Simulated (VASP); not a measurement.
# BN (Cmcm) in VASP: a series of runs, part 2 of 2

VASP 6.6.1. The steps go on from the part before.

### 3 Relaxation of the atoms, LDA (normal strain along x +0.0733, normal strain along z -0.0733)

The input, INCAR:

```
PREC = Accurate
ENCUT = 520
EDIFF = 1E-7
ISMEAR = 0
SIGMA = 0.05
LREAL = F
LASPH = T
NELM = 60
ALGO = Normal
ISIF = 2
LWAVE = F
LCHARG = F
IBRION = 2
NSW = 50
EDIFFG = -0.01
```

The input, KPOINTS:

```
regular mesh
0
Gamma
  12 12 4
```

The input, POSCAR:

```
BN
1.0
    2.6707478959      0.0000000000      0.0000000000
   -1.3353739480      2.1549757989      0.0000000000
    0.0000000000      0.0000000000      6.0191680927
B N
2 2
Direct
    0.3333333333      0.6666666667      0.2500000000
    0.6666666667      0.3333333333      0.7500000000
    0.3333333333      0.6666666667      0.7500000000
    0.6666666667      0.3333333333      0.2500000000
```

Potentials or basis: VASP PAW LDA potentials, release 64 (B, N).

The run is started by

```bash
cat potpaw_LDA.64/B/POTCAR potpaw_LDA.64/N/POTCAR > POTCAR
mpirun -np 1 vasp_std > vasp.out
```

Run time: 6.3 min. Hardware: 1 thread of Oxide Virtual Turin-like, shared host; peak memory 0.14 GiB.

The run converged. Its results:

```
Free energy                  : -38.1113 eV
Energy gained by relaxing    : 2.8 meV/atom
Ionic steps                  : 12
Pressure after relaxing      : -22.6 GPa
Largest force after relaxing : 0.004 eV/Å
Band gap on the k mesh       : 3.56 eV (least direct gap 3.61 eV)
```

Forces on the atoms (eV/Å):
```
B    0.000  0.001  0.000
B    0.000 -0.001  0.000
N    0.000  0.004  0.000
N    0.000 -0.004  0.000
```

Stress tensor (GPa, compression positive):
```
-57.86   0.00   0.00
  0.00 -12.22   0.00
  0.00   0.00   2.37
```

Step by step:
| step | energy change (eV) | largest force (eV/Å) | pressure (GPa) |
| --- | --- | --- | --- |
| 1 | 0.0000 | 0.5969 | -21.95 |
| 2 | 0.0438 | 1.3108 | -23.34 |
| 3 | -0.0091 | 0.0181 | -22.57 |
| 4 | -0.0091 | 0.0278 | -22.56 |
| 5 | -0.0092 | 0.0265 | -22.56 |
| 6 | -0.0093 | 0.0241 | -22.56 |
| 7 | -0.0096 | 0.0192 | -22.56 |
| 8 | -0.0100 | 0.0151 | -22.57 |
| 9 | -0.0107 | 0.0237 | -22.59 |
| 10 | -0.0112 | 0.0418 | -22.61 |
| 11 | -0.0112 | 0.0315 | -22.54 |
| 12 | -0.0112 | 0.0035 | -22.57 |

Final structure:
```
B N
1.0
     2.67075    0.00000    0.00000
    -1.33537    2.15498    0.00000
     0.00000    0.00000    6.01917
B N
2 2
Direct
  0.34717 0.69433 0.25000
  0.65283 0.30567 0.75000
  0.31589 0.63179 0.75000
  0.68411 0.36821 0.25000
```

Levels at points of the mesh, in eV from the valence-band top:
```csv
k point,band 5,band 6,band 7,band 8,band 9,band 10,band 11,band 12
"(0.00, 0.00, 0.00)",-1.98,-1.86,-1.48,-1.38,5.33,9.57,9.86,10.21
"(0.50, 0.00, 0.00)",-3.96,-3.79,-2.27,-0.63,3.60,5.45,9.05,9.33
"(0.00, 0.50, 0.00)",-5.04,-4.85,-1.76,-0.01,3.60,5.82,7.19,7.42
"(0.00, 0.00, 0.50)",-1.92,-1.92,-1.43,-1.43,7.94,7.94,10.03,10.03
"(0.50, 0.00, 0.50)",-3.88,-3.88,-1.32,-1.32,3.98,3.98,9.48,9.48
"(0.00, 0.50, 0.50)",-4.95,-4.95,-0.82,-0.82,4.28,4.28,7.44,7.44
```

Caveat: the cell differs from its parent crystal (normal strain along x +0.0733, normal strain along z -0.0733). A k mesh can miss the band edges.

### 4 Relaxation of the atoms, LDA (normal strain along x -0.0733, normal strain along z +0.0000)

The input, INCAR:

```
ALGO = Normal
EDIFF = 1E-6
EDIFFG = -0.01
ENCUT = 520
IBRION = 2
ISIF = 2
ISMEAR = 0
LASPH = True
LCHARG = False
LREAL = False
LWAVE = False
NELM = 80
NSW = 50
PREC = Accurate
SIGMA = 0.05
```

The input, KPOINTS:

```
k-points
0
Gamma
  12 12 4
```

The input, POSCAR:

```
BN
1.0
    2.3059555345      0.0000000000      0.0000000000
   -1.1529777672      2.1549757989      0.0000000000
    0.0000000000      0.0000000000      6.4952714932
B N
2 2
Direct
    0.3333333333      0.6666666667      0.2500000000
    0.6666666667      0.3333333333      0.7500000000
    0.3333333333      0.6666666667      0.7500000000
    0.6666666667      0.3333333333      0.2500000000
```

The run is started by

```bash
cat potpaw_LDA.64/B/POTCAR potpaw_LDA.64/N/POTCAR > POTCAR
mpirun -np 1 vasp_std > vasp.out
```

Run time: 2.3 min. Hardware: 1 thread of Oxide Virtual Turin-like, shared host; peak memory 0.12 GiB.

The run converged. Its results:

```
Free energy                  : -37.9507 eV
Energy gained by relaxing    : 12.0 meV/atom
Ionic steps                  : 7
Pressure after relaxing      : 34.7 GPa
Largest force after relaxing : 0.006 eV/Å
Band gap on the k mesh       : 3.58 eV (least direct gap 4.57 eV)
```

Forces on the atoms (eV/Å):
```
B    0.000 -0.006  0.000
B    0.000  0.006  0.000
N    0.000  0.006  0.000
N    0.000 -0.006  0.000
```

Stress tensor (GPa, compression positive):
```
82.46  0.00  0.00
 0.00 21.84  0.00
 0.00  0.00 -0.11
```

The path:
```csv
step,energy change (eV),largest force (eV/Å),pressure (GPa)
1,0.0000,1.6069,36.19
2,0.9142,8.1414,39.79
3,-0.0481,0.0209,34.73
4,-0.0481,0.0246,34.74
5,-0.0481,0.0238,34.74
6,-0.0482,0.0202,34.74
7,-0.0482,0.0060,34.73
```

Final structure:
```cif
data_structure
_symmetry_space_group_name_H-M 'P 1'
_symmetry_Int_Tables_number 1
_cell_length_a 2.3060
_cell_length_b 2.4440
_cell_length_c 6.4953
_cell_angle_alpha 90.000
_cell_angle_beta 90.000
_cell_angle_gamma 118.148
_cell_volume 32.28
loop_
_atom_site_label
_atom_site_type_symbol
_atom_site_fract_x
_atom_site_fract_y
_atom_site_fract_z
_atom_site_occupancy
B1 B 0.33654 0.67307 0.25000 1
B2 B 0.66346 0.32693 0.75000 1
N1 N 0.33703 0.67406 0.75000 1
N2 N 0.66297 0.32594 0.25000 1
```

Levels at points of the mesh, in eV from the valence-band top:
| k point | band 6 | band 7 | band 8 | band 9 | band 10 | band 11 |
| --- | --- | --- | --- | --- | --- | --- |
| (0.00, 0.00, 0.00) | -1.89 | -0.55 | -0.52 | 4.85 | 10.56 | 11.46 |
| (0.50, 0.00, 0.00) | -4.86 | -1.52 | -0.43 | 4.40 | 5.94 | 10.04 |
| (0.00, 0.50, 0.00) | -3.26 | -2.19 | -0.99 | 3.58 | 5.43 | 11.02 |
| (0.00, 0.00, 0.50) | -1.91 | -0.53 | -0.53 | 7.50 | 7.50 | 11.77 |
| (0.50, 0.00, 0.50) | -4.90 | -0.95 | -0.95 | 4.91 | 4.91 | 10.43 |
| (0.00, 0.50, 0.50) | -3.29 | -1.57 | -1.57 | 4.21 | 4.21 | 12.52 |

Caveat: the cell differs from its parent crystal (normal strain along x -0.0733, normal strain along z +0.0000). A k mesh can miss the band edges.

### 5 Relaxation of the atoms, LDA (normal strain along x +0.0733, normal strain along z -0.1100)

The input, INCAR:

```
SYSTEM = BN
  PREC = Accurate
  ENCUT = 520
  EDIFF = 1E-6
  ISMEAR = 0
  SIGMA = 0.05
  LREAL = .FALSE.
  LASPH = .TRUE.
  NELM = 60
  ALGO = Normal
  ISIF = 2
  LWAVE = .FALSE.
  LCHARG = .FALSE.
  IBRION = 2
  NSW = 50
  EDIFFG = -0.01
```

The input, KPOINTS:

```
Automatic mesh
0
G
  12 12 4
  0 0 0
```

The input, POSCAR:

```
BN
1.0
    2.6707478959      0.0000000000      0.0000000000
   -1.3353739480      2.1549757989      0.0000000000
    0.0000000000      0.0000000000      5.7807916289
B N
2 2
Direct
    0.3333333333      0.6666666667      0.2500000000
    0.6666666667      0.3333333333      0.7500000000
    0.3333333333      0.6666666667      0.7500000000
    0.6666666667      0.3333333333      0.2500000000
```

The run is started by

```bash
cat potpaw_LDA.64/B/POTCAR potpaw_LDA.64/N/POTCAR > POTCAR
mpirun -np 1 vasp_std > vasp.out
```

Wall time 2.2 min (1 thread of Oxide Virtual Turin-like, shared host); peak memory 0.13 GiB.

The run converged. Its results:

```yaml
Free_energy: -38.0794 eV
Energy_gained_by_relaxing: 3.1 meV/atom
Ionic_steps: 8
Pressure_after_relaxing: -22.4 GPa
Largest_force_after_relaxing: 0.008 eV/Å
Band_gap_on_the_k_mesh: 3.47 eV (least direct gap 3.72 eV)
```

Forces in eV/Å, atoms in the order of the input:
```
B    0.000  0.002  0.000
B    0.000 -0.002  0.000
N    0.000 -0.008  0.000
N    0.000  0.008  0.000
```

Stress tensor (GPa, compression positive):
```
-59.74   0.00   0.00
  0.00 -12.25   0.00
  0.00   0.00   4.81
```

The path:
```csv
step,energy change (eV),largest force (eV/Å),pressure (GPa)
1,0.0000,0.6189,-21.74
2,0.0460,1.3465,-23.18
3,-0.0095,0.0252,-22.39
4,-0.0096,0.0255,-22.39
5,-0.0099,0.0246,-22.39
6,-0.0104,0.0215,-22.39
7,-0.0112,0.0156,-22.38
8,-0.0122,0.0083,-22.39
```

Final structure:
```cif
data_structure
_symmetry_space_group_name_H-M 'P 1'
_symmetry_Int_Tables_number 1
_cell_length_a 2.6707
_cell_length_b 2.5352
_cell_length_c 5.7808
_cell_angle_alpha 90.000
_cell_angle_beta 90.000
_cell_angle_gamma 121.785
_cell_volume 33.27
loop_
_atom_site_label
_atom_site_type_symbol
_atom_site_fract_x
_atom_site_fract_y
_atom_site_fract_z
_atom_site_occupancy
B1 B 0.34226 0.68452 0.25000 1
B2 B 0.65774 0.31548 0.75000 1
N1 N 0.32078 0.64157 0.75000 1
N2 N 0.67922 0.35843 0.25000 1
```

Levels at points of the mesh, in eV from the valence-band top:
| k point | band 5 | band 6 | band 7 | band 8 | band 9 | band 10 | band 11 | band 12 |
| --- | --- | --- | --- | --- | --- | --- | --- | --- |
| (0.00, 0.00, 0.00) | -2.03 | -1.86 | -1.53 | -1.38 | 5.70 | 9.53 | 9.77 | 10.22 |
| (0.50, 0.00, 0.00) | -4.02 | -3.78 | -2.53 | -0.56 | 3.56 | 5.77 | 9.15 | 9.20 |
| (0.00, 0.50, 0.00) | -5.11 | -4.84 | -1.98 | -0.02 | 3.70 | 6.00 | 7.06 | 7.48 |
| (0.00, 0.00, 0.50) | -1.95 | -1.95 | -1.45 | -1.45 | 8.36 | 8.36 | 9.99 | 9.99 |
| (0.50, 0.00, 0.50) | -3.90 | -3.90 | -1.35 | -1.35 | 3.96 | 3.96 | 9.48 | 9.48 |
| (0.00, 0.50, 0.50) | -4.98 | -4.98 | -0.86 | -0.86 | 4.25 | 4.25 | 7.43 | 7.43 |

Caveat: the cell differs from its parent crystal (normal strain along x +0.0733, normal strain along z -0.1100).

### 6 Summary

```tsv
cell	gap on the mesh (eV)	pressure (GPa)	largest force (eV/Å)
atoms relaxed from a = 2.306, b = 2.444, c = 6.971 Å, angles 90.0, 90.0, 118.1°, 4 atoms	3.79	31.9	-
atoms relaxed from a = 2.671, b = 2.535, c = 6.019 Å, angles 90.0, 90.0, 121.8°, 4 atoms	3.56	-22.6	-
atoms relaxed from a = 2.306, b = 2.444, c = 6.495 Å, angles 90.0, 90.0, 118.1°, 4 atoms	3.58	34.7	0.01
atoms relaxed from a = 2.671, b = 2.535, c = 5.781 Å, angles 90.0, 90.0, 121.8°, 4 atoms	3.47	-22.4	0.01
```

Alike in all rows: task relaxation of the atoms; level LDA; potentials or basis VASP PAW LDA potentials, release 64 (B, N); no spin polarisation; k mesh 12 × 12 × 4; cutoff (eV) 520; smearing gaussian 0.05 eV.

Total energies depend on the potentials used, so only differences within one code and one set of settings carry meaning.
